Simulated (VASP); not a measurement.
# ScSi4O (P6/mmm) in VASP: notebook

ScSi4O is run at these levels: PBE; tasks: single point.

Program: VASP 6.6.1. These are calculated values, not measurements. Logs are shortened: lines on timing, memory, paths and dates and some standing lists are left out, and cuts for length are marked.

### 1 The cell of the first run

It takes space group P6/mmm (No. 191, hexagonal). The conventional cell has a = 4.027 Å, b = 4.027 Å, c = 6.051 Å, α = 90.00°, β = 90.00°, γ = 120.00°. Within 3.1 Å of Sc (site symmetry 6/mmm) lie 6 Si at 2.33 Å and 2 O at 3.03 Å. Within 3.1 Å of Si (site symmetry -6m2) lie 3 O at 2.33 Å and 5 Si at 2.33 to 3.03 Å. Within 3.1 Å of Si (site symmetry -6m2) lie 3 Sc at 2.33 Å and 5 Si at 2.33 to 3.03 Å. Within 3.1 Å of O (site symmetry 6/mmm) lie 6 Si at 2.33 Å and 2 Sc at 3.03 Å.

The cell was generated, and may not be a known phase.

### 2 Single point, PBE

Input file INCAR:

```
SYSTEM = ScSi4O
  PREC = Accurate
  ENCUT = 520
  EDIFF = 1E-6
  ISMEAR = 0
  SIGMA = 0.1
  LREAL = .FALSE.
  LASPH = .TRUE.
  NELM = 60
  ALGO = Normal
  ISIF = 2
  LWAVE = .FALSE.
  LCHARG = .FALSE.
  GGA = PE
  NBANDS = 26
```

Input file KPOINTS:

```
Automatic mesh
0
G
  6 6 4
  0 0 0
```

Input file POSCAR:

```
ScSi4O
1.0
    4.0271869900      0.0000000000      0.0000000000
   -2.0135934900      3.4876462400      0.0000000000
    0.0000000000      0.0000000000      6.0510553600
Sc Si O
1 4 1
Direct
    0.0000000000      0.0000000000      0.5000000000
    0.3333333300      0.6666666700      0.0000000000
    0.6666666700      0.3333333300      0.0000000000
    0.3333333300      0.6666666700      0.5000000000
    0.6666666700      0.3333333300      0.5000000000
    0.0000000000      0.0000000000      0.0000000000
```

Potentials or basis: VASP PAW PBE potentials, release 64 (Sc_sv, Si, O).

Run with:

```
> cat potpaw_PBE.64/Sc_sv/POTCAR potpaw_PBE.64/Si/POTCAR potpaw_PBE.64/O/POTCAR > POTCAR
> mpirun -np 1 vasp_std > vasp.out
```

OUTCAR:

```text
SYSTEM = ScSi4O
   PREC = Accurate
   ENCUT = 520
   EDIFF = 1E-6
   ISMEAR = 0
   LREAL = .FALSE.
   LASPH = .TRUE.
   NELM = 60
   ISIF = 2
   GGA = PE

 ion  position               nearest neighbor table
   1  0.000  0.000  0.500-   4 2.33   5 2.33   4 2.33   5 2.33   5 2.33   4 2.33
   2  0.333  0.667  0.000-   6 2.33   3 2.33   3 2.33   6 2.33   6 2.33   3 2.33   4 3.03   4 3.03

   3  0.667  0.333  0.000-   6 2.33   2 2.33   2 2.33   6 2.33   6 2.33   2 2.33   5 3.03   5 3.03

   4  0.333  0.667  0.500-   1 2.33   5 2.33   5 2.33   1 2.33   1 2.33   5 2.33   2 3.03   2 3.03

   5  0.667  0.333  0.500-   1 2.33   4 2.33   4 2.33   1 2.33   1 2.33   4 2.33   3 3.03   3 3.03

   6  0.000  0.000  0.000-   2 2.33   3 2.33   2 2.33   3 2.33   3 2.33   2 2.33

  LATTYP: Found a hexagonal cell.
 ALAT       =     4.0271869900
 C/A-ratio  =     1.5025513777

  Lattice vectors:

 A1 = (   4.0271869900,   0.0000000000,   0.0000000000)
 A2 = (  -2.0135934900,   3.4876462400,   0.0000000000)
 A3 = (   0.0000000000,   0.0000000000,   6.0510553600)

Analysis of symmetry for initial positions (statically):
=====================================================================
 Subroutine PRICEL returns:
 Original cell was already a primitive cell.

 Routine SETGRP: Setting up the symmetry group for a
 hexagonal supercell.

 Subroutine GETGRP returns: Found 24 space group operations
 (whereof 24 operations were pure point group operations)
 out of a pool of 24 trial point group operations.

The static configuration has the point symmetry D_6h.

Analysis of symmetry for dynamics (positions and initial velocities):
=====================================================================
 Subroutine PRICEL returns:
 Original cell was already a primitive cell.

 Routine SETGRP: Setting up the symmetry group for a
 hexagonal supercell.

 Subroutine GETGRP returns: Found 24 space group operations
 (whereof 24 operations were pure point group operations)
 out of a pool of 24 trial point group operations.

The dynamic configuration has the point symmetry D_6h.

 Subroutine INISYM returns: Found 24 space group operations
 (whereof 24 operations are pure point group operations),
 and found     1 'primitive' translations

----------------------------------------------------------------------------------------

                                     Primitive cell

  volume of cell :      84.9895

  direct lattice vectors                    reciprocal lattice vectors
     4.027186990  0.000000000  0.000000000     0.248312284  0.143363164  0.000000000
    -2.013593490  3.487646240  0.000000000     0.000000000  0.286726328  0.000000000
     0.000000000  0.000000000  6.051055360     0.000000000  0.000000000  0.165260428

  length of vectors
     4.027186990  4.027186988  6.051055360     0.286726328  0.286726328  0.165260428

  position of ions in fractional coordinates (direct lattice)
     0.000000000  0.000000000  0.500000000
     0.333333330  0.666666670  0.000000000
     0.666666670  0.333333330  0.000000000
     0.333333330  0.666666670  0.500000000
     0.666666670  0.333333330  0.500000000
     0.000000000  0.000000000  0.000000000

  ion indices of the primitive-cell ions
   primitive index   ion index
                 1           1
                 2           2
                 3           3
                 4           4
                 5           5
                 6           6

----------------------------------------------------------------------------------------

 KPOINTS: Automatic mesh

Automatic generation of k-mesh.
 Grid dimensions read from file:
 generate k-points for:    6    6    4

 Generating k-lattice:

  Cartesian coordinates                     Fractional coordinates (reciprocal lattice)
     0.041385381  0.023893861  0.000000000     0.166666667  0.000000000  0.000000000
     0.000000000  0.047787721  0.000000000     0.000000000  0.166666667  0.000000000
     0.000000000  0.000000000  0.041315107     0.000000000  0.000000000  0.250000000

  Length of vectors
     0.047787721  0.047787721  0.041315107

  Shift w.r.t. Gamma in fractional coordinates (k-lattice)
     0.000000000  0.000000000  0.000000000

 Subroutine IBZKPT returns following result:
 ===========================================

 Found     21 irreducible k-points:

 Following reciprocal coordinates:
            Coordinates               Weight
  0.000000  0.000000  0.000000      1.000000
  0.166667 -0.000000  0.000000      6.000000
  0.333333  0.000000  0.000000      6.000000
  0.500000  0.000000  0.000000      3.000000
  0.166667  0.166667  0.000000      6.000000
  0.333333  0.166667  0.000000     12.000000
[... 13 lines left out ...]
  0.333333  0.166667  0.500000     12.000000
  0.333333  0.333333  0.500000      2.000000
   k-points           NKPTS =     21   k-points in BZ     NKDIM =     21   number of bands    NBANDS=     26
   number of dos      NEDOS =    301   number of ions     NIONS =      6
   total plane-waves  NPLWV =  43200
   dimension x,y,z NGX =    30 NGY =   30 NGZ =   48
   dimension x,y,z NGXF=    60 NGYF=   60 NGZF=   96
   ions per type =               1   4   1
   NGX,Y,Z   is equivalent  to a cutoff of  12.38, 12.38, 13.19 a.u.
   NGXF,Y,Z  is equivalent  to a cutoff of  24.77, 24.77, 26.37 a.u.
 SYSTEM =  ScSi4O
   PREC   = accura    normal or accurate (medium, high low for compatibility)
   ISTART =      0    job   : 0-new  1-cont  2-samecut
   ICHARG =      2    charge: 1-file 2-atom 10-const
   ISPIN  =      1    spin polarized calculation?
   LNONCOLLINEAR =      F non collinear calculations
   LSORBIT =      F    spin-orbit coupling
   LASPH  =      T    aspherical Exc in radial PAW
   ENCUT  =  520.0 eV  38.22 Ry    6.18 a.u.   7.49  7.49 11.25*2*pi/ulx,y,z
   NELM   =     60;   NELMIN=  2; NELMDL= -5     # of ELM steps
   EDIFF  = 0.1E-05   stopping-criterion for ELM
   LREAL  =      F    real-space projection
   EDIFFG = 0.1E-04   stopping-criterion for IOM
   NSW    =      0    number of steps for IOM
   IBRION =     -1    ionic relax: 0-MD 1-quasi-New 2-CG
   NFREE  =      0    steps in history (QN), initial steepest desc. (CG)
   ISIF   =      2    stress and relaxation
   ISYM   =      2    0-nonsym 1-usesym 2-fastsym
   POTIM  = 0.5000    time-step for ionic-motion
   TEBEG  =    0.0;   TEEND  =   0.0 temperature during run
   PSTRESS=    0.0 pullay stress
   NELECT =      33.0000    total number of electrons
   NUPDOWN=      -1.0000    fix difference up-down
   EMIN   =  10.00;   EMAX   =-10.00  energy-range for DOS
   EFERMI =   0.00;   METHOD = LEGACY
   ISMEAR =     0;   SIGMA  =   0.10  broadening in eV -4-tet -1-fermi 0-gaus
   EFERMI_NEDOS =   21; number of points for ismear=-14 and -15
   IALGO  =     38    algorithm
   IMIX   =      4    mixing-type and parameters
     AMIX     =   0.40;   BMIX     =  1.00
     AMIX_MAG =   1.60;   BMIX_MAG =  1.00
  volume/ion in A,a.u.               =      14.16        95.59
  Fermi-wavevector in a.u.,A,eV,Ry     =   1.194330  2.256957 19.407681  1.426424
  Thomas-Fermi vector in A             =   2.330323
   LORBIT       =      0    0 simple, 1 ext, 2 COOP (PROOUT), +10 PAW based schemes
   GGA     = PE    functional components
   LHFCALC =     F    Hartree Fock is set to
   AEXX    =    0.0000 exact exchange contribution
   IVDW    =     0    specifies the selected vdW correction
   LEPSILON=     F    determine dielectric tensor
   LRPA    =     F    only Hartree local field effects (RPA)
 non-spin polarized calculation
 Gauss-broadening in eV      SIGMA  =   0.10
  energy-cutoff  :      520.00
  volume of cell :       84.99
 maximum number of plane-waves:      2315
 NGX is ok and might be reduce to    30
   NGX = 15   NGY = 15   NGZ = 23

 number of electron      33.0000002 magnetization

 Free energy of the ion-electron system (eV)
  ---------------------------------------------------
  ext. energy  EPLUGINS =         0.00000000
  ---------------------------------------------------
  free energy    TOTEN  =       -27.75743126 eV

  energy without entropy =      -27.72439301  energy(sigma->0) =      -27.74091214

 E-fermi :   8.2051     XC(G=0): -10.9138

 val. band max:        8.2004575955   @ k =   0.3333   0.1667   0.2500
 cond. band min:       8.2128380403   @ k =   0.3333   0.3333   0.2500
 fundamental gap:      0.0123804449
 Fermi energy:         8.2050639624

 k-point     1 :       0.0000    0.0000    0.0000
  band No.  band energies     occupation
      1     -40.4727      2.00000
      2     -19.4535      2.00000
      3     -19.4535      2.00000
      4     -19.2817      2.00000
      5     -10.5964      2.00000
      6      -4.1469      2.00000
[... 18 lines left out ...]
     25      13.1750      0.00000
     26      13.1750      0.00000

 k-point     2 :       0.1667   -0.0000    0.0000
  band No.  band energies     occupation
      1     -40.4710      2.00000
      2     -19.4853      2.00000
      3     -19.4600      2.00000
      4     -19.2793      2.00000
      5     -10.5138      2.00000
      6      -3.8071      2.00000
[... 18 lines left out ...]
     25      13.6709      0.00000
     26      14.7725      0.00000

 k-point     3 :       0.3333    0.0000    0.0000
  band No.  band energies     occupation
      1     -40.4677      2.00000
      2     -19.5476      2.00000
      3     -19.4729      2.00000
      4     -19.2745      2.00000
      5     -10.3391      2.00000
      6      -3.0199      2.00000
[... 485 lines left out ...]
 k-point    20 :       0.3333    0.1667    0.5000
  band No.  band energies     occupation
      1     -40.4661      2.00000
      2     -19.5616      2.00000
      3     -19.4961      2.00000
      4     -19.2730      2.00000
      5     -10.2394      2.00000
      6      -2.0052      2.00000
[... 18 lines left out ...]
     25      13.9852      0.00000
     26      14.2937      0.00000

 k-point    21 :       0.3333    0.3333    0.5000
  band No.  band energies     occupation
      1     -40.4653      2.00000
      2     -19.5382      2.00000
      3     -19.5382      2.00000
      4     -19.2718      2.00000
      5     -10.1946      2.00000
      6      -1.3359      2.00000
[... 18 lines left out ...]
     25      13.1934      0.00000
     26      15.0132      0.00000

------------------------ aborting loop because EDIFF is reached ----------------------------------------

  FORCE on cell =-STRESS in cart. coord.  units (eV):
  Direction    XX          YY          ZZ          XY          YZ          ZX
  --------------------------------------------------------------------------------------
  -------------------------------------------------------------------------------------
  Total       27.6257742     27.6257742     -8.1636604      0.0000000      0.0000000      0.0000000
  in kB      520.7864690    520.7864692   -153.8970032      0.0000007      0.0000000      0.0000000
  external PRESSURE =     295.8919784 kB  Pullay stress =       0.0000000 kB

 VOLUME and BASIS-vectors are now :
 -----------------------------------------------------------------------------
  energy-cutoff  :      520.00
  volume of cell :       84.99
      direct lattice vectors                 reciprocal lattice vectors
     4.027186990  0.000000000  0.000000000     0.248312284  0.143363164  0.000000000
    -2.013593490  3.487646240  0.000000000     0.000000000  0.286726328  0.000000000
     0.000000000  0.000000000  6.051055360     0.000000000  0.000000000  0.165260428

 POSITION                                       TOTAL-FORCE (eV/Angst)
 -----------------------------------------------------------------------------------
      0.00000      0.00000      3.02553         0.000000      0.000000      0.000000
     -0.00000      2.32510      0.00000        -0.000000      0.000000      0.000000
      2.01359      1.16255      0.00000         0.000000     -0.000000      0.000000
     -0.00000      2.32510      3.02553         0.000000      0.000000      0.000000
      2.01359      1.16255      3.02553        -0.000000      0.000000      0.000000
      0.00000      0.00000      0.00000         0.000000      0.000000      0.000000
 -----------------------------------------------------------------------------------
    total drift:                                0.000000     -0.000000      0.000000

  FREE ENERGIE OF THE ION-ELECTRON SYSTEM (eV)
  ---------------------------------------------------
  free  energy   TOTEN  =       -27.7574312583 eV

  energy  without entropy=      -27.7243930124  energy(sigma->0) =      -27.74091214
```

Wall time 58 s (1 thread of Intel Xeon 8259CL, shared host); peak memory 0.21 GiB.

Results:

| Property | Result |
| --- | --- |
| Free energy | -27.7574 eV |
| Pressure | 29.6 GPa |
| Band gap on the k mesh | zero (an odd number of electrons rules out a gap without spin polarisation) |

Stress tensor (GPa, compression positive):
```
 52.08   0.00   0.00
  0.00  52.08   0.00
  0.00   0.00 -15.39
```

Caveat: the stress differs along the axes, from -15 to 52 GPa; an odd number of electrons without spin polarisation forces a metal; a magnetic or distorted state may lie lower.

### 3 Single point, PBE

This run uses another cell than the first one, of 15.47 Å³/atom.

INCAR: that of step 2 with these lines changed.

```diff
@@ -3,3 +3,3 @@
   ENCUT = 520
-  EDIFF = 1E-6
+  EDIFF = 1E-7
   ISMEAR = 0
@@ -8,3 +8,3 @@
   LASPH = .TRUE.
-  NELM = 60
+  NELM = 100
   ALGO = Normal
```

Input file KPOINTS:

```
regular mesh
0
G
  6 6 4
  0 0 0
```

Input file POSCAR:

```
ScSi4O
1.0
    4.7745712844     -0.0000000034      0.0000000000
   -2.3872856392      4.1349000262      0.0000000000
    0.0000000000      0.0000000000      4.7003196523
Sc Si O
1 4 1
Direct
    0.0000000000      0.0000000000      0.5000000000
    0.3333333333      0.6666666667      0.0000000000
    0.6666666667      0.3333333333      0.0000000000
    0.3333333333      0.6666666667      0.5000000000
    0.6666666667      0.3333333333      0.5000000000
    0.0000000000      0.0000000000      0.0000000000
```

Potentials or basis: VASP PAW PBE potentials, release 64 (Sc_sv, Si, O).

Run with:

```
> cat potpaw_PBE.64/Sc_sv/POTCAR potpaw_PBE.64/Si/POTCAR potpaw_PBE.64/O/POTCAR > POTCAR
> mpirun -np 1 vasp_std > vasp.out
```

OUTCAR:

```text
SYSTEM = ScSi4O
   PREC = Accurate
   ENCUT = 520
   EDIFF = 1E-7
   ISMEAR = 0
   LREAL = .FALSE.
   LASPH = .TRUE.
   NELM = 100
   ISIF = 2
   GGA = PE

 ion  position               nearest neighbor table
   1  0.000  0.000  0.500-   6 2.35   6 2.35   4 2.76   5 2.76   4 2.76   5 2.76   5 2.76   4 2.76

   2  0.333  0.667  0.000-   4 2.35   4 2.35   3 2.76   3 2.76   3 2.76
   3  0.667  0.333  0.000-   5 2.35   5 2.35   2 2.76   2 2.76   2 2.76
   4  0.333  0.667  0.500-   2 2.35   2 2.35   1 2.76   5 2.76   5 2.76   1 2.76   1 2.76   5 2.76

[... 814 lines left out ...]
  -------------------------------------------------------------------------------------
  Total        0.0213273      0.0213273      0.0345415      0.0000000      0.0000000     -0.0000000
  in kB        0.3682308      0.3682308      0.5963818      0.0000000      0.0000000     -0.0000000
  external PRESSURE =       0.4442811 kB  Pullay stress =       0.0000000 kB

 VOLUME and BASIS-vectors are now :
 -----------------------------------------------------------------------------
  energy-cutoff  :      520.00
  volume of cell :       92.80
      direct lattice vectors                 reciprocal lattice vectors
     4.774571284 -0.000000003  0.000000000     0.209442888  0.120921908  0.000000000
    -2.387285639  4.134900026  0.000000000     0.000000000  0.241843816  0.000000000
     0.000000000  0.000000000  4.700319652     0.000000000  0.000000000  0.212751488

 POSITION                                       TOTAL-FORCE (eV/Angst)
 -----------------------------------------------------------------------------------
      0.00000      0.00000      2.35016        -0.000000      0.000000     -0.000000
      0.00000      2.75660      0.00000        -0.000000      0.000000      0.000000
      2.38729      1.37830      0.00000         0.000000     -0.000000     -0.000000
      0.00000      2.75660      2.35016         0.000000      0.000000     -0.000000
      2.38729      1.37830      2.35016        -0.000000     -0.000000      0.000000
      0.00000      0.00000      0.00000        -0.000000      0.000000     -0.000000
 -----------------------------------------------------------------------------------
    total drift:                                0.000000     -0.000000     -0.000000

  FREE ENERGIE OF THE ION-ELECTRON SYSTEM (eV)
  ---------------------------------------------------
  free  energy   TOTEN  =       -33.5221462246 eV

  energy  without entropy=      -33.4968048692  energy(sigma->0) =      -33.50947555
```

OSZICAR:

```text
N       E                     dE             d eps       ncg     rms          rms(c)
DAV:   1     0.245730841676E+03    0.24573E+03   -0.13825E+04  1100   0.115E+03
DAV:   2    -0.108701881673E+02   -0.25660E+03   -0.24355E+03  1132   0.333E+02
DAV:   3    -0.359735730176E+02   -0.25103E+02   -0.23055E+02  1700   0.863E+01
DAV:   4    -0.372237993881E+02   -0.12502E+01   -0.12295E+01  1672   0.208E+01
DAV:   5    -0.372377668769E+02   -0.13967E-01   -0.13947E-01  1504   0.230E+00    0.126E+01
DAV:   6    -0.352357812962E+02    0.20020E+01   -0.22351E+01  1692   0.339E+01    0.129E+01
DAV:   7    -0.337474635480E+02    0.14883E+01   -0.98825E+00  1656   0.171E+01    0.436E+00
DAV:   8    -0.335364909236E+02    0.21097E+00   -0.14620E+00  1646   0.852E+00    0.145E+00
DAV:   9    -0.335330363430E+02    0.34546E-02   -0.27115E-01  1716   0.440E+00    0.112E+00
DAV:  10    -0.335241375076E+02    0.88988E-02   -0.23018E-02  1728   0.119E+00    0.471E-01
DAV:  11    -0.335219904776E+02    0.21470E-02   -0.65717E-03  1640   0.638E-01    0.158E-01
DAV:  12    -0.335221758251E+02   -0.18535E-03   -0.83249E-04  1686   0.197E-01    0.452E-02
DAV:  13    -0.335221469913E+02    0.28834E-04   -0.81412E-05  1640   0.829E-02    0.163E-02
DAV:  14    -0.335221486912E+02   -0.16998E-05   -0.25005E-05  1456   0.278E-02    0.129E-02
DAV:  15    -0.335221459706E+02    0.27206E-05   -0.72227E-06  1632   0.196E-02    0.240E-03
DAV:  16    -0.335221461898E+02   -0.21928E-06   -0.10466E-06  1534   0.807E-03    0.528E-04
DAV:  17    -0.335221462246E+02   -0.34742E-07   -0.30957E-08   730   0.124E-03
   1 F= -.33522146E+02 E0= -.33509476E+02  d E =-.253414E-01
```

It took 60 s on 1 thread of Intel Xeon 8259CL, shared host; peak memory 0.23 GiB.

Results:

```yaml
Free_energy: -33.5221 eV
Pressure: 0.0 GPa
Band_gap_on_the_k_mesh: zero (an odd number of electrons rules out a gap without spin polarisation)
```

Levels at points of the mesh, in eV from the Fermi level:
| k point | band 14 | band 15 | band 16 | band 17 | band 18 | band 19 |
| --- | --- | --- | --- | --- | --- | --- |
| (0.00, 0.00, 0.00) | -2.28 | -1.68 | 0.21 | 0.21 | 1.09 | 1.09 |
| (0.50, 0.00, 0.00) | -2.50 | -2.05 | -1.37 | 0.03 | 0.89 | 1.29 |
| (0.00, 0.00, 0.50) | -3.54 | -2.10 | -2.10 | 0.70 | 0.70 | 1.36 |
| (0.50, 0.00, 0.50) | -1.98 | -0.13 | -0.08 | 0.24 | 1.82 | 1.83 |

Caveat: an odd number of electrons without spin polarisation forces a metal; a magnetic or distorted state may lie lower.

The gap in the log of VASP goes by the Fermi energy; the results here count the filled bands.